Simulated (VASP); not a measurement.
# Ti3Al (P-6m2) in VASP: relaxation of cell and atoms with PBE

Aim: the relaxation of cell and atoms of Ti3Al with PBE.

Program: VASP 6.6.1. These are calculated values, not measurements. Logs are shortened: lines on timing, memory, paths and dates and some standing lists are left out, and cuts for length are marked.

### Step 1. The cell of the first run

The structure is hexagonal, space group P-6m2 (No. 187). The conventional cell has a = 2.928 Å, b = 2.928 Å, c = 9.226 Å, α = 90.00°, β = 90.00°, γ = 120.00°. Ti (site symmetry -6m2) has 12 Ti at 2.86 to 2.93 Å within 3.8 Å. Ti (site symmetry 3m) has 9 Ti at 2.86 to 2.93 Å and 3 Al at 2.86 Å within 3.8 Å. Al (site symmetry -6m2) has 6 Ti at 2.86 Å and 6 Al at 2.93 Å within 3.8 Å.

### Step 2. Relaxation of cell and atoms, PBE

INCAR reads:

```
ALGO = Fast
EDIFF = 1E-6
EDIFFG = -0.01
ENCUT = 600
GGA = PE
IBRION = 2
ISIF = 3
ISMEAR = 0
LASPH = T
LCHARG = F
LREAL = F
LWAVE = F
NELM = 60
NSW = 100
PREC = Accurate
SIGMA = 0.1
```

KPOINTS reads:

```
k-points
0
Gamma
  18 18 6
```

POSCAR reads:

```
Ti3Al
1.0
    2.9275422400      0.0000000000      0.0000000000
   -1.4637711200      2.5353259500      0.0000000000
    0.0000000000      0.0000000000      9.2263622300
Ti Al
3 1
Direct
    0.6666666700      0.3333333300      0.0000000000
    0.3333333300      0.6666666700      0.7505940200
    0.3333333300      0.6666666700      0.2494059800
    0.6666666700      0.3333333300      0.5000000000
```

Potentials or basis: VASP PAW PBE potentials, release 64 (Ti_sv, Al).

Started as:

```
$ cat potpaw_PBE.64/Ti_sv/POTCAR potpaw_PBE.64/Al/POTCAR > POTCAR
$ mpirun -np 1 vasp_std > vasp.out
```

OUTCAR:

```text
EDIFF = 1E-6
   EDIFFG = -0.01
   ENCUT = 600
   GGA = PE
   IBRION = 2
   ISIF = 3
   ISMEAR = 0
   LASPH = T
   LREAL = F
   NELM = 60
   NSW = 100
   PREC = Accurate

 ion  position               nearest neighbor table
   1  0.667  0.333  0.000-   2 2.86   3 2.86   2 2.86   3 2.86   2 2.86   3 2.86
   2  0.333  0.667  0.751-   1 2.86   1 2.86   1 2.86   4 2.86   4 2.86   4 2.86
   3  0.333  0.667  0.249-   1 2.86   1 2.86   1 2.86   4 2.86   4 2.86   4 2.86
   4  0.667  0.333  0.500-   2 2.86   3 2.86   2 2.86   3 2.86   2 2.86   3 2.86

  LATTYP: Found a hexagonal cell.
 ALAT       =     2.9275422400
 C/A-ratio  =     3.1515727097

  Lattice vectors:

 A1 = (   2.9275422400,   0.0000000000,   0.0000000000)
 A2 = (  -1.4637711200,   2.5353259500,   0.0000000000)
 A3 = (   0.0000000000,   0.0000000000,   9.2263622300)

Analysis of symmetry for initial positions (statically):
=====================================================================
 Subroutine PRICEL returns:
 Original cell was already a primitive cell.

 Routine SETGRP: Setting up the symmetry group for a
 hexagonal supercell.

 Subroutine GETGRP returns: Found 12 space group operations
 (whereof 12 operations were pure point group operations)
 out of a pool of 24 trial point group operations.

The static configuration has the point symmetry D_3h.

Analysis of symmetry for dynamics (positions and initial velocities):
=====================================================================
 Subroutine PRICEL returns:
 Original cell was already a primitive cell.

 Routine SETGRP: Setting up the symmetry group for a
 hexagonal supercell.

 Subroutine GETGRP returns: Found 12 space group operations
 (whereof 12 operations were pure point group operations)
 out of a pool of 24 trial point group operations.

The dynamic configuration has the point symmetry D_3h.

 Subroutine INISYM returns: Found 12 space group operations
 (whereof 12 operations are pure point group operations),
 and found     1 'primitive' translations

----------------------------------------------------------------------------------------

                                     Primitive cell

  volume of cell :      68.4806

  direct lattice vectors                    reciprocal lattice vectors
     2.927542240  0.000000000  0.000000000     0.341583457  0.197213301  0.000000000
    -1.463771120  2.535325950  0.000000000     0.000000000  0.394426602  0.000000000
     0.000000000  0.000000000  9.226362230     0.000000000  0.000000000  0.108385079

  length of vectors
     2.927542240  2.927542240  9.226362230     0.394426602  0.394426602  0.108385079

  position of ions in fractional coordinates (direct lattice)
     0.666666670  0.333333330  0.000000000
     0.333333330  0.666666670  0.750594020
     0.333333330  0.666666670  0.249405980
     0.666666670  0.333333330  0.500000000

  ion indices of the primitive-cell ions
   primitive index   ion index
                 1           1
                 2           2
                 3           3
                 4           4

----------------------------------------------------------------------------------------

 KPOINTS: k-points

Automatic generation of k-mesh.
 Grid dimensions read from file:
 generate k-points for:   18   18    6

 Generating k-lattice:

  Cartesian coordinates                     Fractional coordinates (reciprocal lattice)
     0.018976859  0.010956295  0.000000000     0.055555556  0.000000000  0.000000000
     0.000000000  0.021912589  0.000000000     0.000000000  0.055555556  0.000000000
     0.000000000  0.000000000  0.018064180     0.000000000  0.000000000  0.166666667

  Length of vectors
     0.021912589  0.021912589  0.018064180

  Shift w.r.t. Gamma in fractional coordinates (k-lattice)
     0.000000000  0.000000000  0.000000000

 Subroutine IBZKPT returns following result:
 ===========================================

 Found    148 irreducible k-points:

 Following reciprocal coordinates:
            Coordinates               Weight
  0.000000  0.000000  0.000000      1.000000
  0.055556  0.000000  0.000000      6.000000
  0.111111  0.000000  0.000000      6.000000
  0.166667 -0.000000  0.000000      6.000000
  0.222222 -0.000000  0.000000      6.000000
  0.277778 -0.000000  0.000000      6.000000
[... 16 lines left out ...]
  0.333333  0.111111  0.000000     12.000000
  0.388889  0.111111  0.000000     12.000000
 [... further k-points ...]
   k-points           NKPTS =    148   k-points in BZ     NKDIM =    148   number of bands    NBANDS=     23
   number of dos      NEDOS =    301   number of ions     NIONS =      4
   total plane-waves  NPLWV =  46080
   dimension x,y,z NGX =    24 NGY =   24 NGZ =   80
   dimension x,y,z NGXF=    48 NGYF=   48 NGZF=  160
   ions per type =               3   1
   NGX,Y,Z   is equivalent  to a cutoff of  13.63, 13.63, 14.41 a.u.
   NGXF,Y,Z  is equivalent  to a cutoff of  27.26, 27.26, 28.83 a.u.
 SYSTEM =  unknown system
   PREC   = accura    normal or accurate (medium, high low for compatibility)
   ISTART =      0    job   : 0-new  1-cont  2-samecut
   ICHARG =      2    charge: 1-file 2-atom 10-const
   ISPIN  =      1    spin polarized calculation?
   LNONCOLLINEAR =      F non collinear calculations
   LSORBIT =      F    spin-orbit coupling
   LASPH  =      T    aspherical Exc in radial PAW
   ENCUT  =  600.0 eV  44.10 Ry    6.64 a.u.   5.85  5.85 18.43*2*pi/ulx,y,z
   NELM   =     60;   NELMIN=  2; NELMDL= -5     # of ELM steps
   EDIFF  = 0.1E-05   stopping-criterion for ELM
   LREAL  =      F    real-space projection
   EDIFFG = -.1E-01   stopping-criterion for IOM
   NSW    =    100    number of steps for IOM
   IBRION =      2    ionic relax: 0-MD 1-quasi-New 2-CG
   NFREE  =      1    steps in history (QN), initial steepest desc. (CG)
   ISIF   =      3    stress and relaxation
   ISYM   =      2    0-nonsym 1-usesym 2-fastsym
   POTIM  = 0.5000    time-step for ionic-motion
   TEBEG  =    0.0;   TEEND  =   0.0 temperature during run
   PSTRESS=    0.0 pullay stress
   NELECT =      39.0000    total number of electrons
   NUPDOWN=      -1.0000    fix difference up-down
   EMIN   =  10.00;   EMAX   =-10.00  energy-range for DOS
   EFERMI =   0.00;   METHOD = LEGACY
   ISMEAR =     0;   SIGMA  =   0.10  broadening in eV -4-tet -1-fermi 0-gaus
   EFERMI_NEDOS =   21; number of points for ismear=-14 and -15
   IALGO  =     68    algorithm
   IMIX   =      4    mixing-type and parameters
     AMIX     =   0.40;   BMIX     =  1.00
     AMIX_MAG =   1.60;   BMIX_MAG =  1.00
  volume/ion in A,a.u.               =      17.12       115.53
  Fermi-wavevector in a.u.,A,eV,Ry     =   1.356981  2.564323 25.053746  1.841398
  Thomas-Fermi vector in A             =   2.483938
   LORBIT       =      0    0 simple, 1 ext, 2 COOP (PROOUT), +10 PAW based schemes
   GGA     = PE    functional components
   LHFCALC =     F    Hartree Fock is set to
   AEXX    =    0.0000 exact exchange contribution
   IVDW    =     0    specifies the selected vdW correction
   LEPSILON=     F    determine dielectric tensor
   LRPA    =     F    only Hartree local field effects (RPA)
 conjugate gradient relaxation of ions
 non-spin polarized calculation
 RMM-DIIS sequential band-by-band and
 Gauss-broadening in eV      SIGMA  =   0.10
  energy-cutoff  :      600.00
  volume of cell :       68.48
 maximum number of plane-waves:      2306
 NGX is ok and might be reduce to    24
   NGX = 11   NGY = 11   NGZ = 37

 number of electron      38.9999991 magnetization

 Free energy of the ion-electron system (eV)
  ---------------------------------------------------
  ext. energy  EPLUGINS =         0.00000000
  ---------------------------------------------------
  free energy    TOTEN  =       -27.77906689 eV

  energy without entropy =      -27.76072917  energy(sigma->0) =      -27.76989803

 E-fermi :   7.9861     XC(G=0): -11.1945

 val. band max:        7.9777192155   @ k =   0.2222  -0.0000   0.3333
 cond. band min:       7.9869378392   @ k =   0.2222  -0.0000   0.5000
 fundamental gap:      0.0092186237
 Fermi energy:         7.9860743544

 k-point     1 :       0.0000    0.0000    0.0000
  band No.  band energies     occupation
      1     -48.7489      2.00000
      2     -48.6986      2.00000
      3     -48.6431      2.00000
      4     -25.2641      2.00000
      5     -25.0146      2.00000
      6     -24.7294      2.00000
[... 15 lines left out ...]
     22       8.9036      0.00000
     23       8.9063      0.00000

 k-point     2 :       0.0556    0.0000    0.0000
  band No.  band energies     occupation
      1     -48.7460      2.00000
      2     -48.6964      2.00000
      3     -48.6416      2.00000
      4     -25.2589      2.00000
      5     -25.0147      2.00000
      6     -24.7368      2.00000
[... 15 lines left out ...]
     22       8.8871      0.00000
     23       8.9509      0.00000

 k-point     3 :       0.1111    0.0000    0.0000
  band No.  band energies     occupation
      1     -48.7375      2.00000
      2     -48.6900      2.00000
      3     -48.6373      2.00000
      4     -25.2440      2.00000
      5     -25.0159      2.00000
      6     -24.7634      2.00000
[... 15 lines left out ...]
     22       9.0415      0.00000
     23       9.0953      0.00000
[... 495 lines left out ...]
 k-point    23 :       0.3333    0.1111    0.0000
  band No.  band energies     occupation
      1     -48.6507      2.00000
      2     -48.6306      2.00000
      3     -48.6055      2.00000
      4     -25.1701      2.00000
      5     -25.1662      2.00000
      6     -25.0552      2.00000
[... 15 lines left out ...]
     22       8.6339      0.00000
     23       8.9807      0.00000

 k-point    24 :       0.3889    0.1111    0.0000
  band No.  band energies     occupation
      1     -48.6396      2.00000
      2     -48.6245      2.00000
      3     -48.6045      2.00000
      4     -25.2010      2.00000
      5     -25.1844      2.00000
      6     -25.0853      2.00000
[... 15 lines left out ...]
     22       8.6602      0.00000
     23       9.0886      0.00000

 [... further k-points ...]

------------------------ aborting loop because EDIFF is reached ----------------------------------------

  FORCE on cell =-STRESS in cart. coord.  units (eV):
  Direction    XX          YY          ZZ          XY          YZ          ZX
  --------------------------------------------------------------------------------------
  -------------------------------------------------------------------------------------
  Total        0.0294841      0.0294841      0.0319650      0.0000000     -0.0000000      0.0000000
  in kB        0.6898133      0.6898133      0.7478550      0.0000000     -0.0000000      0.0000000
  external PRESSURE =       0.7091605 kB  Pullay stress =       0.0000000 kB

 VOLUME and BASIS-vectors are now :
 -----------------------------------------------------------------------------
  energy-cutoff  :      600.00
  volume of cell :       68.48
      direct lattice vectors                 reciprocal lattice vectors
     2.927542240  0.000000000  0.000000000     0.341583457  0.197213301  0.000000000
    -1.463771120  2.535325950  0.000000000     0.000000000  0.394426602  0.000000000
     0.000000000  0.000000000  9.226362230     0.000000000  0.000000000  0.108385079

 POSITION                                       TOTAL-FORCE (eV/Angst)
 -----------------------------------------------------------------------------------
      1.46377      0.84511      0.00000         0.000000     -0.000000      0.000000
     -0.00000      1.69022      6.92525        -0.000000      0.000000     -0.003520
     -0.00000      1.69022      2.30111         0.000000      0.000000      0.003520
      1.46377      0.84511      4.61318        -0.000000      0.000000      0.000000
 -----------------------------------------------------------------------------------
    total drift:                                0.000028     -0.000016      0.000000

  FREE ENERGIE OF THE ION-ELECTRON SYSTEM (eV)
  ---------------------------------------------------
  free  energy   TOTEN  =       -27.7790668852 eV

  energy  without entropy=      -27.7607291678  energy(sigma->0) =      -27.76989803

 reached required accuracy - stopping structural energy minimisation
```

It took 6.4 min on 1 thread of Intel Xeon 6975P-C (Granite Rapids), shared host; peak memory 0.39 GiB.

What came out:

| Item | Value |
| --- | --- |
| Free energy | -27.7791 eV |
| Pressure after relaxing | 0.1 GPa |
| Largest force after relaxing | 0.004 eV/Å |
| Band gap on the k mesh | zero (an odd number of electrons rules out a gap without spin polarisation) |

Forces in eV/Å, atoms in the order of the input:
```
Ti   0.000  0.000  0.000
Ti   0.000  0.000 -0.004
Ti   0.000  0.000  0.004
Al   0.000  0.000  0.000
```

Final structure:
```
Ti Al
1.0
     2.92754    0.00000    0.00000
    -1.46377    2.53533    0.00000
     0.00000    0.00000    9.22636
Ti Al
3 1
Cartesian
  1.4638 0.8451 0.0000
  0.0000 1.6902 6.9253
  0.0000 1.6902 2.3011
  1.4638 0.8451 4.6132
```

Caveat: the relaxation stopped at its first step, so nothing moved; the highest band is partly filled, so the run has too few bands.
